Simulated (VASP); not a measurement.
Wanted: the native input for a VASP 6.6.1 run.

```yaml
Task: single point
Functional: PBE
Potentials_or_basis: VASP PAW PBE potentials, release 64 (Na_pv, H)
Cutoff: 520 eV
k_mesh: 6 × 6 × 4
Occupations: gaussian, width 0.01 eV
Spin: no spin polarisation
Dipole_correction: no
Further_INCAR_settings: ALGO = Normal; EDIFF = 1e-07; NBANDS = 16
```

The structure of NaH lies in POSCAR:

```
NaH
1.0
    4.0128420060      0.0000000000      0.0000000000
   -2.0064210030      3.4752231186      0.0000000000
    0.0000000000      0.0000000000      4.9247015357
Na H
2 2
Direct
    0.3333333333      0.6666666667      0.2500000000
    0.6666666667      0.3333333333      0.7500000000
    0.6666666667      0.3333333333      0.2500000000
    0.3333333333      0.6666666667      0.7500000000
```

This cell differs from its parent crystal: volume changed by +3%.

The input as run:

INCAR

```
SYSTEM = NaH
PREC = Accurate ; ENCUT = 520
EDIFF = 1E-7 ; ISMEAR = 0
SIGMA = 0.01 ; LREAL = .FALSE.
LASPH = .TRUE. ; NELM = 100
ALGO = Normal ; ISIF = 2
LWAVE = .FALSE. ; LCHARG = .FALSE.
GGA = PE ; NBANDS = 16
```

KPOINTS

```
Automatic mesh
0
G
  6 6 4
  0 0 0
```

Potentials or basis: VASP PAW PBE potentials, release 64 (Na_pv, H).

Run with:

```console
$ cat potpaw_PBE.64/Na_pv/POTCAR potpaw_PBE.64/H/POTCAR > POTCAR
$ mpirun -np 1 vasp_std > vasp.out
```

Results of the run:

```
Pressure               : -0.6 GPa
Band gap on the k mesh : 3.34 eV, indirect (least direct gap 4.21 eV)
```

Wall time 54 s on 1 thread of AMD EPYC 7R13, on a shared host, peak memory 0.15 GiB.
